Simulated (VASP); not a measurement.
# Hg (P6/mmm) in VASP: further runs

The runs below take Hg through relaxation of cell and atoms, with PBE.

Everything below comes from runs of VASP 6.6.1. Logs are shortened: lines on timing, memory, paths and dates and some standing lists are left out, and cuts for length are marked.

## (1) The cell of the first run

Symmetry: P6/mmm, No. 191, hexagonal system. Conventional cell: a = 2.803 Å, b = 2.803 Å, c = 2.634 Å, α = 90.00°, β = 90.00°, γ = 120.00°. Hg (site symmetry 6/mmm) has 8 Hg at 2.63 to 2.80 Å within 3.5 Å.

## (2) Relaxation of cell and atoms, PBE, target pressure 40 GPa, at which the enthalpy is minimised

Input file INCAR:

```
  PREC = Accurate
  ENCUT = 600
  EDIFF = 1E-6
  ISMEAR = -1
  SIGMA = 0.05
  LREAL = F
  LASPH = T
  NELM = 80
  ALGO = Normal
  ISIF = 3
  LWAVE = F
  LCHARG = F
  GGA = PE
  IBRION = 2
  NSW = 60
  EDIFFG = -0.005
  PSTRESS = 400.0
```

Input file KPOINTS:

```
Automatic mesh
0
Gamma
  16 16 14
```

Input file POSCAR:

```
Hg
1.0
    2.8025458784      0.0000000000      0.0000000000
   -1.4012729392      2.4270759260      0.0000000000
    0.0000000000      0.0000000000      2.6343931257
Hg
1
Direct
    0.0000000000      0.0000000000      0.0000000000
```

Potentials or basis: VASP PAW PBE potentials, release 64 (Hg).

Command:

```bash
> cat potpaw_PBE.64/Hg/POTCAR > POTCAR
> mpirun -np 1 vasp_std > vasp.out
```

OUTCAR:

```text
PREC = Accurate
   ENCUT = 600
   EDIFF = 1E-6
   ISMEAR = -1
   LREAL = F
   LASPH = T
   NELM = 80
   ISIF = 3
   GGA = PE
   IBRION = 2
   NSW = 60
   EDIFFG = -0.005
   PSTRESS = 400.0

 ion  position               nearest neighbor table
   1  0.000  0.000  0.000-

  LATTYP: Found a hexagonal cell.
 ALAT       =     2.8025458784
 C/A-ratio  =     0.9400000000

  Lattice vectors:

 A1 = (   2.8025458784,   0.0000000000,   0.0000000000)
 A2 = (  -1.4012729392,   2.4270759260,   0.0000000000)
 A3 = (   0.0000000000,   0.0000000000,   2.6343931257)

Analysis of symmetry for initial positions (statically):
=====================================================================
 Subroutine PRICEL returns:
 Original cell was already a primitive cell.

 Routine SETGRP: Setting up the symmetry group for a
 hexagonal supercell.

 Subroutine GETGRP returns: Found 24 space group operations
 (whereof 24 operations were pure point group operations)
 out of a pool of 24 trial point group operations.

The static configuration has the point symmetry D_6h.

Analysis of symmetry for dynamics (positions and initial velocities):
=====================================================================
 Subroutine PRICEL returns:
 Original cell was already a primitive cell.

 Routine SETGRP: Setting up the symmetry group for a
 hexagonal supercell.

 Subroutine GETGRP returns: Found 24 space group operations
 (whereof 24 operations were pure point group operations)
 out of a pool of 24 trial point group operations.

The dynamic configuration has the point symmetry D_6h.

 Subroutine INISYM returns: Found 24 space group operations
 (whereof 24 operations are pure point group operations),
 and found     1 'primitive' translations

----------------------------------------------------------------------------------------

                                     Primitive cell

  volume of cell :      17.9191

  direct lattice vectors                    reciprocal lattice vectors
     2.802545878  0.000000000  0.000000000     0.356818423  0.206009212  0.000000000
    -1.401272939  2.427075926  0.000000000     0.000000000  0.412018425  0.000000000
     0.000000000  0.000000000  2.634393126     0.000000000  0.000000000  0.379594067

  length of vectors
     2.802545878  2.802545878  2.634393126     0.412018425  0.412018425  0.379594067

  position of ions in fractional coordinates (direct lattice)
     0.000000000  0.000000000  0.000000000

  ion indices of the primitive-cell ions
   primitive index   ion index
                 1           1

----------------------------------------------------------------------------------------

 KPOINTS: Automatic mesh

Automatic generation of k-mesh.
 Grid dimensions read from file:
 generate k-points for:   16   16   14

 Generating k-lattice:

  Cartesian coordinates                     Fractional coordinates (reciprocal lattice)
     0.022301151  0.012875576  0.000000000     0.062500000  0.000000000  0.000000000
     0.000000000  0.025751152  0.000000000     0.000000000  0.062500000  0.000000000
     0.000000000  0.000000000  0.027113862     0.000000000  0.000000000  0.071428571

  Length of vectors
     0.025751152  0.025751152  0.027113862

  Shift w.r.t. Gamma in fractional coordinates (k-lattice)
     0.000000000  0.000000000  0.000000000

 Subroutine IBZKPT returns following result:
 ===========================================

 Found    240 irreducible k-points:

 Following reciprocal coordinates:
            Coordinates               Weight
  0.000000  0.000000  0.000000      1.000000
  0.062500 -0.000000  0.000000      6.000000
  0.125000 -0.000000  0.000000      6.000000
  0.187500 -0.000000  0.000000      6.000000
  0.250000 -0.000000  0.000000      6.000000
  0.312500  0.000000  0.000000      6.000000
[... 16 lines left out ...]
  0.187500  0.187500  0.000000      6.000000
  0.250000  0.187500  0.000000     12.000000
 [... further k-points ...]
   k-points           NKPTS =    240   k-points in BZ     NKDIM =    240   number of bands    NBANDS=     10
   number of dos      NEDOS =    301   number of ions     NIONS =      1
   total plane-waves  NPLWV =  13824
   dimension x,y,z NGX =    24 NGY =   24 NGZ =   24
   dimension x,y,z NGXF=    48 NGYF=   48 NGZF=   48
   ions per type =               1
   NGX,Y,Z   is equivalent  to a cutoff of  14.24, 14.24, 15.15 a.u.
   NGXF,Y,Z  is equivalent  to a cutoff of  28.47, 28.47, 30.29 a.u.
 SYSTEM =  unknown system
   PREC   = accura    normal or accurate (medium, high low for compatibility)
   ISTART =      0    job   : 0-new  1-cont  2-samecut
   ICHARG =      2    charge: 1-file 2-atom 10-const
   ISPIN  =      1    spin polarized calculation?
   LNONCOLLINEAR =      F non collinear calculations
   LSORBIT =      F    spin-orbit coupling
   LASPH  =      T    aspherical Exc in radial PAW
   ENCUT  =  600.0 eV  44.10 Ry    6.64 a.u.   5.60  5.60  5.26*2*pi/ulx,y,z
   NELM   =     80;   NELMIN=  2; NELMDL= -5     # of ELM steps
   EDIFF  = 0.1E-05   stopping-criterion for ELM
   LREAL  =      F    real-space projection
   EDIFFG = -.5E-02   stopping-criterion for IOM
   NSW    =     60    number of steps for IOM
   IBRION =      2    ionic relax: 0-MD 1-quasi-New 2-CG
   NFREE  =      1    steps in history (QN), initial steepest desc. (CG)
   ISIF   =      3    stress and relaxation
   ISYM   =      2    0-nonsym 1-usesym 2-fastsym
   POTIM  = 0.5000    time-step for ionic-motion
   TEBEG  =    0.0;   TEEND  =   0.0 temperature during run
   PSTRESS=  400.0 pullay stress
   NELECT =      12.0000    total number of electrons
   NUPDOWN=      -1.0000    fix difference up-down
   EMIN   =  10.00;   EMAX   =-10.00  energy-range for DOS
   EFERMI =   0.00;   METHOD = LEGACY
   ISMEAR =    -1;   SIGMA  =   0.05  broadening in eV -4-tet -1-fermi 0-gaus
   EFERMI_NEDOS =   21; number of points for ismear=-14 and -15
   IALGO  =     38    algorithm
   IMIX   =      4    mixing-type and parameters
     AMIX     =   0.40;   BMIX     =  1.00
     AMIX_MAG =   1.60;   BMIX_MAG =  1.00
  volume/ion in A,a.u.               =      17.92       120.92
  Fermi-wavevector in a.u.,A,eV,Ry     =   1.432286  2.706628 27.911571  2.051443
  Thomas-Fermi vector in A             =   2.551930
   LORBIT       =      0    0 simple, 1 ext, 2 COOP (PROOUT), +10 PAW based schemes
   GGA     = PE    functional components
   LHFCALC =     F    Hartree Fock is set to
   AEXX    =    0.0000 exact exchange contribution
   IVDW    =     0    specifies the selected vdW correction
   LEPSILON=     F    determine dielectric tensor
   LRPA    =     F    only Hartree local field effects (RPA)
 conjugate gradient relaxation of ions
 non-spin polarized calculation
  energy-cutoff  :      600.00
  volume of cell :       17.92
 maximum number of plane-waves:       616
 NGX is ok and might be reduce to    24
   NGX = 11   NGY = 11   NGZ = 11

--------------------------------------- Ionic step        1  -------------------------------------------

 number of electron      12.0000001 magnetization

 Free energy of the ion-electron system (eV)
  ---------------------------------------------------
  ext. energy  EPLUGINS =         0.00000000
  ---------------------------------------------------
  free energy    TOTEN  =         0.72313576 eV

  energy without entropy =        0.72674128  energy(sigma->0) =        0.72493852

------------------------ aborting loop because EDIFF is reached ----------------------------------------

  FORCE on cell =-STRESS in cart. coord.  units (eV):
  Direction    XX          YY          ZZ          XY          YZ          ZX
  --------------------------------------------------------------------------------------
  -------------------------------------------------------------------------------------
  Total        5.1515204      5.1515204      6.0034661      0.0000000     -0.0000000      0.0000000
  in kB      460.6057185    460.6057185    536.7795581      0.0000000     -0.0000000      0.0000000
  external PRESSURE =      85.9969984 kB  Pullay stress =     400.0000000 kB
[... 281 lines left out ...]
  enthalpy is  TOTEN    =         5.1729005695 eV   P V=        4.6216546003

--------------------------------------- Ionic step        9  -------------------------------------------

 number of electron      12.0000001 magnetization

 Free energy of the ion-electron system (eV)
  ---------------------------------------------------
  ext. energy  EPLUGINS =         0.00000000
  ---------------------------------------------------
  free energy    TOTEN  =         0.54595202 eV

  energy without entropy =        0.54854960  energy(sigma->0) =        0.54725081

 E-fermi :   5.3270     XC(G=0): -12.1804

 val. band max:        5.3249816076   @ k =   0.3125   0.0000   0.5000
 cond. band min:       5.3524825534   @ k =   0.3125   0.2500   0.3571
 fundamental gap:      0.0275009458
 Fermi energy:         5.3270412864

 k-point     1 :       0.0000    0.0000    0.0000
  band No.  band energies     occupation
      1      -6.3784      2.00000
      2      -4.8835      2.00000
      3      -3.1333      2.00000
      4      -3.1333      2.00000
      5      -1.0220      2.00000
      6      -1.0220      2.00000
      7      16.2048      0.00000
      8      19.4382      0.00000
      9      21.8499      0.00000
     10      21.8499      0.00000
[... 287 lines left out ...]
 k-point    24 :       0.2500    0.1875    0.0000
  band No.  band energies     occupation
      1      -4.3768      2.00000
      2      -3.9612      2.00000
      3      -2.9657      2.00000
      4      -2.0600      2.00000
      5      -1.4451      2.00000
      6       0.5330      2.00000
      7       9.0748      0.00000
      8      12.0003      0.00000
      9      21.9902      0.00000
     10      22.1190      0.00000

 [... further k-points ...]
[... 5 lines left out ...]
  --------------------------------------------------------------------------------------
  -------------------------------------------------------------------------------------
  Total        4.6298669      4.6298669      4.6227849      0.0000000     -0.0000000      0.0000000
  in kB      400.2538220    400.2538220    399.6415779      0.0000000     -0.0000000      0.0000000
  external PRESSURE =       0.0497406 kB  Pullay stress =     400.0000000 kB
[... 16 lines left out ...]
  FREE ENERGIE OF THE ION-ELECTRON SYSTEM (eV)
  ---------------------------------------------------
  free  energy   TOTEN  =         0.5459520170 eV

  energy  without entropy=        0.5485496009  energy(sigma->0) =        0.54725081

  enthalpy is  TOTEN    =         5.1728829052 eV   P V=        4.6269308882

 reached required accuracy - stopping structural energy minimisation
```

Wall time 4.4 min (1 thread of Oxide Virtual Turin-like, shared host); peak memory 0.16 GiB.

Results:

```yaml
Free_energy: 0.5460 eV
Relaxed_volume: 18.53 Å³/atom
Relaxed_cell: a = 2.809 Å, b = 2.809 Å, c = 2.713 Å, α = 90.00°, β = 90.00°, γ = 120.00°
Space_group_after_relaxing_to_0.05_Å: P6/mmm (No. 191)
Energy_change_on_relaxing_the_enthalpy_is_what_falls: -177.2 meV/atom
Ionic_steps: 9
Pressure_after_relaxing: 40.0 GPa
Band_gap_on_the_k_mesh: zero (band 6 reaches 9.00 eV, above the bottom of band 7 at 2.84 eV)
```

Step by step:
| step | energy change (eV) | largest force (eV/Å) | pressure (GPa) | volume (Å³) |
| --- | --- | --- | --- | --- |
| 1 | 0.0000 | 0.0000 | 48.60 | 17.92 |
| 2 | -0.5449 | 0.0000 | 21.33 | 20.52 |
| 3 | -0.2008 | 0.0000 | 38.83 | 18.64 |
| 4 | -0.1942 | 0.0000 | 39.15 | 18.61 |
| 5 | -0.1723 | 0.0000 | 40.24 | 18.52 |
| 6 | -0.1802 | 0.0000 | 39.87 | 18.54 |
| 7 | -0.1798 | 0.0000 | 39.87 | 18.54 |
| 8 | -0.1719 | 0.0000 | 40.28 | 18.51 |
| 9 | -0.1772 | 0.0000 | 40.00 | 18.53 |

Final structure:
```
Hg
1.0
     2.80874    0.00000    0.00000
    -1.40437    2.43244    0.00000
     0.00000    0.00000    2.71263
Hg
1
Direct
  0.00000 0.00000 0.00000
```

Caveat: the cell is relaxed towards a set pressure, so the enthalpy falls and the energy may rise; spin-orbit coupling is left out, which moves the levels of the heavy elements.

## (3) Relaxation of cell and atoms, PBE, target pressure 40 GPa, at which the enthalpy is minimised

This run uses another cell than the first one, of 18.39 Å³/atom, 1.026 times its volume.

Input file INCAR:

```
ALGO     = Normal         # electronic algorithm
EDIFF    = 1E-7           # SCF threshold, eV
EDIFFG   = -0.005         # ionic threshold
ENCUT    = 600            # plane-wave cutoff, eV
GGA      = PE             # functional
IBRION   = 2              # ionic algorithm
ISIF     = 3              # what is computed and relaxed
ISMEAR   = -1             # smearing method
LASPH    = True           # aspherical terms in the spheres
LCHARG   = False          # write CHGCAR
LREAL    = False          # projectors in reciprocal space
LWAVE    = False          # write WAVECAR
NELM     = 60             # most SCF steps
NSW      = 32             # ionic steps
PREC     = Accurate       # precision mode
PSTRESS  = 400.0        
SIGMA    = 0.05           # smearing width, eV
```

Input file KPOINTS:

```
k-points
0
Gamma
  16 16 14
```

Input file POSCAR:

```
Hg
1.0
    2.8017333683      0.0000000000      0.0000000000
   -1.4008666841      2.4263722716      0.0000000000
    0.0000000000      0.0000000000      2.7052285339
Hg
1
Direct
    0.0000000000      0.0000000000      0.0000000000
```

Potentials or basis: VASP PAW PBE potentials, release 64 (Hg).

Command:

```bash
> cat potpaw_PBE.64/Hg/POTCAR > POTCAR
> mpirun -np 1 vasp_std > vasp.out
```

Wall time 2.2 min (1 thread of Oxide Virtual Turin-like, shared host); peak memory 0.16 GiB.

The run converged. Its results:

| Item | Value |
| --- | --- |
| Free energy | 0.5450 eV |
| Relaxed volume | 18.54 Å³/atom |
| Relaxed cell | a = 2.809 Å, b = 2.809 Å, c = 2.712 Å, α = 90.00°, β = 90.00°, γ = 120.00° |
| Space group after relaxing (to 0.05 Å) | P6/mmm (No. 191) |
| Energy change on relaxing (the enthalpy is what falls) | -37.2 meV/atom |
| Ionic steps | 3 |
| Pressure after relaxing | 40.0 GPa |
| Band gap on the k mesh | zero (band 6 reaches 9.00 eV, above the bottom of band 7 at 2.84 eV) |

Step by step:
| step | energy change (eV) | largest force (eV/Å) | pressure (GPa) | volume (Å³) |
| --- | --- | --- | --- | --- |
| 1 | 0.0000 | 0.0000 | 41.83 | 18.39 |
| 2 | -0.1355 | 0.0000 | 35.08 | 18.96 |
| 3 | -0.0372 | 0.0000 | 39.98 | 18.54 |

Final structure:
```
Hg
1.0
     2.80905    0.00000    0.00000
    -1.40453    2.43271    0.00000
     0.00000    0.00000    2.71246
Hg
1
Direct
  0.00000 0.00000 0.00000
```

Levels at points of the mesh, in eV from the Fermi level:
| k point | band 3 | band 4 | band 5 | band 6 | band 7 | band 8 | band 9 | band 10 |
| --- | --- | --- | --- | --- | --- | --- | --- | --- |
| (0.00, 0.00, 0.00) | -8.46 | -8.46 | -6.35 | -6.35 | 10.88 | 14.11 | 16.52 | 16.52 |
| (0.50, 0.00, 0.00) | -7.67 | -6.64 | -6.03 | -3.12 | -1.09 | 9.47 | 15.95 | 15.96 |
| (0.00, 0.00, 0.50) | -8.22 | -7.49 | -7.49 | -3.90 | -2.48 | 17.12 | 19.30 | 19.81 |
| (0.50, 0.00, 0.50) | -7.97 | -5.93 | -5.47 | 1.14 | 1.95 | 4.06 | 9.43 | 14.22 |

Caveat: the cell is relaxed towards a set pressure, so the enthalpy falls and the energy may rise; spin-orbit coupling is left out, which moves the levels of the heavy elements.
